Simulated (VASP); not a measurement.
# AgBr (Fm-3m) in VASP: a series of runs

The runs below take AgBr through vibrations by perturbation theory, with PBEsol.

Everything below comes from runs of VASP 6.6.1. Logs are shortened: lines on timing, memory, paths and dates and some standing lists are left out, and cuts for length are marked.

### 1 The cell of the first run

It takes space group Fm-3m (No. 225, cubic). The conventional cell has a = 5.485 Å, b = 5.485 Å, c = 5.485 Å, α = 90.00°, β = 90.00°, γ = 90.00°. Within 3.6 Å of Ag (site symmetry m-3m) lie 6 Br at 2.74 Å. Br (site symmetry m-3m) has 6 Ag at 2.74 Å within 3.6 Å.

### 2 Vibrations by perturbation theory, PBEsol

The input, INCAR:

```
SYSTEM = AgBr
PREC = Accurate
ENCUT = 500
EDIFF = 1E-8
ISMEAR = 0
SIGMA = 0.01
LREAL = .False.
LASPH = .True.
NELM = 120
ALGO = Normal
ISIF = 2
LWAVE = .False.
LCHARG = .False.
GGA = PS
NBANDS = 16
IBRION = 8
NSW = 1
GGA_COMPAT = .False.
```

The input, KPOINTS:

```
regular mesh
0
Gamma
  8 8 8
  0 0 0
```

The input, POSCAR:

```
AgBr
1.0
    2.7427185451      2.7427185451      0.0000000000
   -2.7427185451      2.7427185451      0.0000000000
    0.0000000000      2.7427185451      2.7427185451
Ag Br
1 1
Direct
    0.0000000000      0.0000000000      0.0000000000
    0.5000000000      0.5000000000      0.0000000000
```

Potentials or basis: VASP PAW PBE potentials, release 64 (Ag, Br).

Run with:

```
$ cat potpaw_PBE.64/Ag/POTCAR potpaw_PBE.64/Br/POTCAR > POTCAR
$ mpirun -np 1 vasp_std > vasp.out
```

OUTCAR:

```text
SYSTEM = AgBr
   PREC = Accurate
   ENCUT = 500
   EDIFF = 1E-8
   ISMEAR = 0
   LREAL = .False.
   LASPH = .True.
   NELM = 120
   ISIF = 2
   GGA = PS
   IBRION = 8
   NSW = 1

 ion  position               nearest neighbor table
   1  0.000  0.000  0.000-   2 2.74   2 2.74   2 2.74   2 2.74   2 2.74   2 2.74
   2  0.500  0.500  0.000-   1 2.74   1 2.74   1 2.74   1 2.74   1 2.74   1 2.74

  LATTYP: Found a face centered cubic cell.
 ALAT       =     5.4854370902

  Lattice vectors:

 A1 = (   0.0000000000,   2.7427185451,   2.7427185451)
 A2 = (   2.7427185451,   0.0000000000,   2.7427185451)
 A3 = (   2.7427185451,   2.7427185451,   0.0000000000)

Analysis of symmetry for initial positions (statically):
=====================================================================
 Subroutine PRICEL returns:
 Original cell was already a primitive cell.

 Routine SETGRP: Setting up the symmetry group for a
 face centered cubic supercell.

 Subroutine GETGRP returns: Found 48 space group operations
 (whereof 48 operations were pure point group operations)
 out of a pool of 48 trial point group operations.

The static configuration has the point symmetry O_h .

Analysis of symmetry for dynamics (positions and initial velocities):
=====================================================================
 Subroutine PRICEL returns:
 Original cell was already a primitive cell.

 Routine SETGRP: Setting up the symmetry group for a
 face centered cubic supercell.

 Subroutine GETGRP returns: Found 48 space group operations
 (whereof 48 operations were pure point group operations)
 out of a pool of 48 trial point group operations.

The dynamic configuration has the point symmetry O_h .

 Subroutine INISYM returns: Found 48 space group operations
 (whereof 48 operations are pure point group operations),
 and found     1 'primitive' translations

----------------------------------------------------------------------------------------

                                     Primitive cell

  volume of cell :      41.2642

  direct lattice vectors                    reciprocal lattice vectors
     2.742718545  2.742718545  0.000000000     0.182300878  0.182300878 -0.182300878
    -2.742718545  2.742718545  0.000000000    -0.182300878  0.182300878 -0.182300878
     0.000000000  2.742718545  2.742718545     0.000000000  0.000000000  0.364601757

  length of vectors
     3.878789764  3.878789764  3.878789764     0.315754384  0.315754384  0.364601757

  position of ions in fractional coordinates (direct lattice)
     0.000000000  0.000000000  0.000000000
     0.500000000  0.500000000  0.000000000

  ion indices of the primitive-cell ions
   primitive index   ion index
                 1           1
                 2           2

----------------------------------------------------------------------------------------

 KPOINTS: regular mesh

Automatic generation of k-mesh.
 Grid dimensions read from file:
 generate k-points for:    8    8    8

 Generating k-lattice:

  Cartesian coordinates                     Fractional coordinates (reciprocal lattice)
     0.022787610  0.022787610 -0.022787610     0.125000000  0.000000000  0.000000000
    -0.022787610  0.022787610 -0.022787610     0.000000000  0.125000000  0.000000000
     0.000000000  0.000000000  0.045575220     0.000000000  0.000000000  0.125000000

  Length of vectors
     0.039469298  0.039469298  0.045575220

  Shift w.r.t. Gamma in fractional coordinates (k-lattice)
     0.000000000  0.000000000  0.000000000

 Subroutine IBZKPT returns following result:
 ===========================================

 Found     29 irreducible k-points:

 Following reciprocal coordinates:
            Coordinates               Weight
  0.000000  0.000000  0.000000      1.000000
  0.125000  0.000000  0.000000      8.000000
  0.250000  0.000000  0.000000      8.000000
  0.375000  0.000000  0.000000      8.000000
  0.500000  0.000000  0.000000      4.000000
  0.125000  0.125000  0.000000     12.000000
[... 16 lines left out ...]
  0.375000  0.250000  0.125000     48.000000
  0.500000  0.250000  0.125000     24.000000
 [... further k-points ...]
   k-points           NKPTS =     29   k-points in BZ     NKDIM =     29   number of bands    NBANDS=     16
   number of dos      NEDOS =    301   number of ions     NIONS =      2
   total plane-waves  NPLWV =  21952
   dimension x,y,z NGX =    28 NGY =   28 NGZ =   28
   dimension x,y,z NGXF=    56 NGYF=   56 NGZF=   56
   ions per type =               1   1
   NGX,Y,Z   is equivalent  to a cutoff of  12.00, 12.00, 12.00 a.u.
   NGXF,Y,Z  is equivalent  to a cutoff of  24.00, 24.00, 24.00 a.u.
 SYSTEM =  AgBr
   PREC   = accura    normal or accurate (medium, high low for compatibility)
   ISTART =      0    job   : 0-new  1-cont  2-samecut
   ICHARG =      2    charge: 1-file 2-atom 10-const
   ISPIN  =      1    spin polarized calculation?
   LNONCOLLINEAR =      F non collinear calculations
   LSORBIT =      F    spin-orbit coupling
   LASPH  =      T    aspherical Exc in radial PAW
   ENCUT  =  500.0 eV  36.75 Ry    6.06 a.u.   7.07  7.07  7.07*2*pi/ulx,y,z
   NELM   =    120;   NELMIN=  2; NELMDL= -5     # of ELM steps
   EDIFF  = 0.1E-07   stopping-criterion for ELM
   LREAL  =      F    real-space projection
   EDIFFG = 0.1E-06   stopping-criterion for IOM
   NSW    =      1    number of steps for IOM
   IBRION =      8    ionic relax: 0-MD 1-quasi-New 2-CG
   NFREE  =      0    steps in history (QN), initial steepest desc. (CG)
   ISIF   =      2    stress and relaxation
   ISYM   =      2    0-nonsym 1-usesym 2-fastsym
   POTIM  = 0.5000    time-step for ionic-motion
   TEBEG  =    0.0;   TEEND  =   0.0 temperature during run
   PSTRESS=    0.0 pullay stress
   NELECT =      18.0000    total number of electrons
   NUPDOWN=      -1.0000    fix difference up-down
   EMIN   =  10.00;   EMAX   =-10.00  energy-range for DOS
   EFERMI =   0.00;   METHOD = LEGACY
   ISMEAR =     0;   SIGMA  =   0.01  broadening in eV -4-tet -1-fermi 0-gaus
   EFERMI_NEDOS =   21; number of points for ismear=-14 and -15
   IALGO  =     38    algorithm
   IMIX   =      4    mixing-type and parameters
     AMIX     =   0.40;   BMIX     =  1.00
     AMIX_MAG =   1.60;   BMIX_MAG =  1.00
  volume/ion in A,a.u.               =      20.63       139.23
  Fermi-wavevector in a.u.,A,eV,Ry     =   1.241579  2.346244 20.973638  1.541519
  Thomas-Fermi vector in A             =   2.375971
   LORBIT       =      0    0 simple, 1 ext, 2 COOP (PROOUT), +10 PAW based schemes
   GGA     = PS    functional components
   LHFCALC =     F    Hartree Fock is set to
   AEXX    =    0.0000 exact exchange contribution
   IVDW    =     0    specifies the selected vdW correction
   LEPSILON=     F    determine dielectric tensor
   LRPA    =     F    only Hartree local field effects (RPA)
 non-spin polarized calculation
 Gauss-broadening in eV      SIGMA  =   0.01
  energy-cutoff  :      500.00
  volume of cell :       41.26
 maximum number of plane-waves:      1067
   NGX = 15   NGY = 15   NGZ = 15

--------------------------------------- Ionic step        1  -------------------------------------------

 number of electron      17.9999997 magnetization

 Free energy of the ion-electron system (eV)
  ---------------------------------------------------
  ext. energy  EPLUGINS =         0.00000000
  ---------------------------------------------------
  free energy    TOTEN  =        -5.61197926 eV

  energy without entropy =       -5.61197926  energy(sigma->0) =       -5.61197926

 E-fermi :   5.3690     XC(G=0): -10.7907

 val. band max:        5.3115405869   @ k =   0.5000   0.0000   0.0000
 cond. band min:       5.8335082282   @ k =   0.0000   0.0000   0.0000
 fundamental gap:      0.5219676413
 Fermi energy:         5.3690126788

 k-point     1 :       0.0000    0.0000    0.0000
  band No.  band energies     occupation
      1     -10.7851      2.00000
      2       1.7989      2.00000
      3       1.7989      2.00000
      4       1.7989      2.00000
      5       1.8047      2.00000
      6       1.8047      2.00000
[... 433 lines left out ...]
      3       0.1904      2.00000
      4       0.2676      2.00000
      5       2.1753      2.00000
      6       2.2460      2.00000
[... 8 lines left out ...]
     15      18.3058      0.00000
     16      20.0088      0.00000

 [... further k-points ...]

------------------------ aborting loop because EDIFF is reached ----------------------------------------

  FORCE on cell =-STRESS in cart. coord.  units (eV):
  Direction    XX          YY          ZZ          XY          YZ          ZX
  --------------------------------------------------------------------------------------
  -------------------------------------------------------------------------------------
  Total        1.7892371      1.7892371      1.7892371      0.0000000      0.0000000     -0.0000000
  in kB       69.4711925     69.4711925     69.4711925      0.0000000      0.0000000     -0.0000000
  external PRESSURE =      69.4711925 kB  Pullay stress =       0.0000000 kB

 VOLUME and BASIS-vectors are now :
 -----------------------------------------------------------------------------
  energy-cutoff  :      500.00
  volume of cell :       41.26
      direct lattice vectors                 reciprocal lattice vectors
     2.742718545  2.742718545  0.000000000     0.182300878  0.182300878 -0.182300878
    -2.742718545  2.742718545  0.000000000    -0.182300878  0.182300878 -0.182300878
     0.000000000  2.742718545  2.742718545     0.000000000  0.000000000  0.364601757

 POSITION                                       TOTAL-FORCE (eV/Angst)
 -----------------------------------------------------------------------------------
      0.00000      0.00000      0.00000         0.000000     -0.000000      0.000000
      0.00000      2.74272      0.00000        -0.000000      0.000000      0.000000
 -----------------------------------------------------------------------------------
    total drift:                               -0.000000      0.000000     -0.000000

  FREE ENERGIE OF THE ION-ELECTRON SYSTEM (eV)
  ---------------------------------------------------
  free  energy   TOTEN  =        -5.6119792605 eV

  energy  without entropy=       -5.6119792605  energy(sigma->0) =       -5.61197926

[... ionic steps 2 to 3 ...]

--------------------------------------- Ionic step        4  -------------------------------------------

------------------------ aborting loop because EDIFF is reached ----------------------------------------

[... ionic steps 5 to 6 ...]

--------------------------------------- Ionic step        7  -------------------------------------------

 Free energy of the ion-electron system (eV)
  ---------------------------------------------------
  ---------------------------------------------------
  free energy    TOTEN  =        -0.13420529 eV

  energy without entropy =       -0.13420529

------------------------ aborting loop because EDIFF is reached ----------------------------------------

 INTERNAL STRAIN TENSOR  FOR ION    2  DIRECTION 1   (eV/Angst):
 -----------------------------------------------------------------------------
    -0.01727  0.00000 -0.00000
     0.00000 -0.01832 -0.00000
    -0.00000 -0.00000 -0.01832

 INTERNAL STRAIN TENSOR FOR ION    2 for displacements in x,y,z  (eV/Angst):
          X           Y           Z          XY          YZ          ZX
  --------------------------------------------------------------------------------
  x     0.00000     0.00000     0.00000     0.00000     0.00000     0.00000
  y     0.00000     0.00000     0.00000     0.00000     0.00000     0.00000
  z     0.00000     0.00000     0.00000     0.00000     0.00000     0.00000

 SECOND DERIVATIVES (NOT SYMMETRIZED)
 ------------------------------------
               1X          1Y          1Z          2X          2Y          2Z
  1X    -2.541712    0.000000    0.000000    2.541712    0.000000    0.000000
  1Y     0.000000   -2.541712    0.000000    0.000000    2.541712    0.000000
  1Z     0.000000    0.000000   -2.541712    0.000000    0.000000    2.541712
  2X     2.557776   -0.000000    0.000000   -2.557776    0.000000   -0.000000
  2Y     0.000000    2.557776   -0.000000   -0.000000   -2.557776    0.000000
  2Z     0.000000    0.000000    2.557776   -0.000000   -0.000000   -2.557776

 Eigenvectors and eigenvalues of the dynamical matrix
 ----------------------------------------------------

   1 f  =    3.685414 THz    23.156136 2PiTHz  122.932164 cm-1    15.241639 meV
             X         Y         Z           dx          dy          dz
      0.000000  0.000000  0.000000    -0.651152   -0.000000    0.000000
      0.000000  2.742719  0.000000     0.758948   -0.000000    0.000000
[... 21 lines left out ...]
   6 f/i=    0.005737 THz     0.036049 2PiTHz    0.191376 cm-1     0.023728 meV
             X         Y         Z           dx          dy          dz
      0.000000  0.000000  0.000000    -0.000000    0.382248    0.655659
      0.000000  2.742719  0.000000    -0.000000    0.327956    0.562533

--------------------------------------------------------------------------------------------------------

 ELASTIC MODULI CONTR FROM IONIC RELAXATION (kBar)
 Direction    XX          YY          ZZ          XY          YZ          ZX
 --------------------------------------------------------------------------------
 XX           0.0000      0.0000      0.0000      0.0000      0.0000      0.0000
 YY           0.0000      0.0000      0.0000      0.0000      0.0000      0.0000
 ZZ           0.0000      0.0000      0.0000      0.0000      0.0000      0.0000
 XY           0.0000      0.0000      0.0000      0.0000      0.0000      0.0000
 YZ           0.0000      0.0000      0.0000      0.0000      0.0000      0.0000
 ZX           0.0000      0.0000      0.0000      0.0000      0.0000      0.0000
 --------------------------------------------------------------------------------
```

It took 2.6 min on 1 thread of Intel Xeon 8259CL, shared host; peak memory 0.24 GiB.

What came out:

```yaml
Highest_phonon_frequency_at_Γ_LO-TO_splitting_left_out: 123 cm⁻¹
```

Phonon frequencies in cm⁻¹ (negative: imaginary):
| q point | frequencies |
| --- | --- |
| (0.000, 0.000, 0.000) | 0 0 0 123 123 123 |

Caveat: the cell stands under pressure or tension, which shifts response properties; the PAW data sets were made with another functional, which shifts forces and pressure a little.

### 3 Vibrations by perturbation theory, PBEsol

This run uses another cell than the first one, of 21.42 Å³/atom.

The input, INCAR:

```
PREC     = Accurate       # precision mode
ENCUT    = 500            # plane-wave cutoff, eV
EDIFF    = 1E-8           # SCF threshold, eV
ISMEAR   = 0              # smearing method
SIGMA    = 0.01           # smearing width, eV
LREAL    = F              # projectors in reciprocal space
LASPH    = T              # aspherical terms in the spheres
NELM     = 120            # most SCF steps
ALGO     = Normal         # electronic algorithm
ISIF     = 2              # what is computed and relaxed
LWAVE    = F              # write WAVECAR
LCHARG   = T              # write CHGCAR
GGA      = PS             # functional
NBANDS   = 16             # bands
IBRION   = 8              # ionic algorithm
NSW      = 1              # ionic steps
GGA_COMPAT= F
```

The input, KPOINTS:

```
Automatic mesh
0
Gamma
  8 8 8
```

The input, POSCAR:

```
AgBr
1.0
    2.7772633056      2.7772633056      0.0000000000
   -2.7772633056      2.7772633056      0.0000000000
    0.0000000000      2.7772633056      2.7772633056
Ag Br
1 1
Direct
    0.0000000000      0.0000000000      0.0000000000
    0.5000000000      0.5000000000      0.0000000000
```

Potentials or basis: VASP PAW PBE potentials, release 64 (Ag, Br).

Run with:

```
$ cat potpaw_PBE.64/Ag/POTCAR potpaw_PBE.64/Br/POTCAR > POTCAR
$ mpirun -np 1 vasp_std > vasp.out
```

OUTCAR:

```text
PREC = Accurate
   ENCUT = 500
   EDIFF = 1E-8
   ISMEAR = 0
   LREAL = F
   LASPH = T
   NELM = 120
   ISIF = 2
   GGA = PS
   IBRION = 8
   NSW = 1

 ion  position               nearest neighbor table
   1  0.000  0.000  0.000-   2 2.78   2 2.78   2 2.78   2 2.78   2 2.78   2 2.78
   2  0.500  0.500  0.000-   1 2.78   1 2.78   1 2.78   1 2.78   1 2.78   1 2.78

  LATTYP: Found a face centered cubic cell.
 ALAT       =     5.5545266112

  Lattice vectors:

 A1 = (   0.0000000000,   2.7772633056,   2.7772633056)
[... 712 lines left out ...]
  1X    -2.044348    0.000000    0.000000    2.044348    0.000000    0.000000
  1Y     0.000000   -2.044348    0.000000    0.000000    2.044348    0.000000
  1Z     0.000000    0.000000   -2.044348    0.000000    0.000000    2.044348
  2X     2.027290    0.000000    0.000000   -2.027290    0.000000    0.000000
  2Y     0.000000    2.027290    0.000000    0.000000   -2.027290    0.000000
  2Z     0.000000    0.000000    2.027290    0.000000    0.000000   -2.027290

 Eigenvectors and eigenvalues of the dynamical matrix
 ----------------------------------------------------

   1 f  =    3.291323 THz    20.679995 2PiTHz  109.786733 cm-1    13.611814 meV
             X         Y         Z           dx          dy          dz
      0.000000  0.000000  0.000000     0.638725    0.140051   -0.002046
      0.000000  2.777263  0.000000    -0.739019   -0.162042    0.002368
[... 21 lines left out ...]
   6 f/i=    0.006822 THz     0.042862 2PiTHz    0.227545 cm-1     0.028212 meV
             X         Y         Z           dx          dy          dz
      0.000000  0.000000  0.000000     0.106755   -0.746610    0.059907
      0.000000  2.777263  0.000000     0.092267   -0.645286    0.051777

--------------------------------------------------------------------------------------------------------

 ELASTIC MODULI CONTR FROM IONIC RELAXATION (kBar)
 Direction    XX          YY          ZZ          XY          YZ          ZX
 --------------------------------------------------------------------------------
 XX           0.0000      0.0000      0.0000      0.0000      0.0000      0.0000
 YY           0.0000      0.0000      0.0000      0.0000      0.0000      0.0000
 ZZ           0.0000      0.0000      0.0000      0.0000      0.0000      0.0000
 XY           0.0000      0.0000      0.0000      0.0000      0.0000      0.0000
 YZ           0.0000      0.0000      0.0000      0.0000      0.0000      0.0000
 ZX           0.0000      0.0000      0.0000      0.0000      0.0000      0.0000
 --------------------------------------------------------------------------------
```

OSZICAR:

```text
N       E                     dE             d eps       ncg     rms          rms(c)
DAV:   1     0.927158075654E+02    0.92716E+02   -0.84009E+03   968   0.979E+02
DAV:   2    -0.271466849390E+01   -0.95430E+02   -0.87936E+02  1144   0.214E+02
DAV:   3    -0.578272287648E+01   -0.30681E+01   -0.30614E+01  1168   0.400E+01
DAV:   4    -0.579769596338E+01   -0.14973E-01   -0.14972E-01  1184   0.304E+00
[... 41 lines left out ...]
RMM:   9    -0.134840222535E+00    0.59173E-06   -0.41718E-09  3186   0.460E-05    0.174E-05
RMM:  10    -0.134840254558E+00   -0.32024E-07   -0.12555E-08  3288   0.983E-06    0.294E-06
RMM:  11    -0.134840268198E+00   -0.13639E-07   -0.24514E-08  2862   0.355E-06    0.378E-07
RMM:  12    -0.134840268209E+00   -0.11393E-10   -0.20628E-09  1588   0.720E-07    0.297E-07
 Linear response finished
```

It took 3.6 min on 1 thread of Intel Xeon 8259CL, shared host; peak memory 0.26 GiB.

Results:

| Item | Value |
| --- | --- |
| Highest phonon frequency at Γ, LO-TO splitting left out | 110 cm⁻¹ |

Phonon frequencies in cm⁻¹ (negative: imaginary):
| q point | frequencies |
| --- | --- |
| (0.000, 0.000, 0.000) | 0 0 0 110 110 110 |

Caveat: the cell stands under pressure or tension, which shifts response properties; the PAW data sets were made with another functional, which shifts forces and pressure a little.

(Part 1 of 3 ends here.)
